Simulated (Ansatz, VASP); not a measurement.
## Ag: VASP beside Ansatz

```
CELL_PARAMETERS angstrom
2.81280 0.00000 0.00000
-1.40640 2.43595 0.00000
0.00000 0.00000 5.17320
ATOMIC_POSITIONS crystal
Ag 0.33333 0.66667 0.25000
Ag 0.66667 0.33333 0.75000
```

Change from the starting cell: strain -0.040 along x and y, +0.080 along z, atoms carried along.

Alike in both runs: task single point; functional r2SCAN; k mesh 18 × 18 × 10; occupations gaussian, width 0.15 eV; no spin polarisation.

|  | VASP | Ansatz |
| --- | --- | --- |
| version | VASP 6.6.1 | Ansatz 0.2.0 |
| potentials or method | VASP PAW PBE potentials, release 64 (Ag), cutoff 520 eV | scalar-relativistic, plane waves, PAW |
| valence electrons in the cell | 22 | 38 |

|  | VASP | Ansatz | Ansatz less VASP |
| --- | --- | --- | --- |
| gap on the k mesh at the Fermi level (eV) | none | none | - |
| pressure (GPa) | -0.3 | -0.5 | -0.14 |
| traceless stress, the component that is largest in VASP (GPa) | -7.04 | -6.94 | +0.104 |

VASP's potentials were made for PBE, not for r2SCAN. A gap of «none» marks a metal or a gap that the smearing closes. VASP's potentials hold 22 valence electrons a cell and Ansatz's 38, so a difference there can come from the potentials and not from the codes.
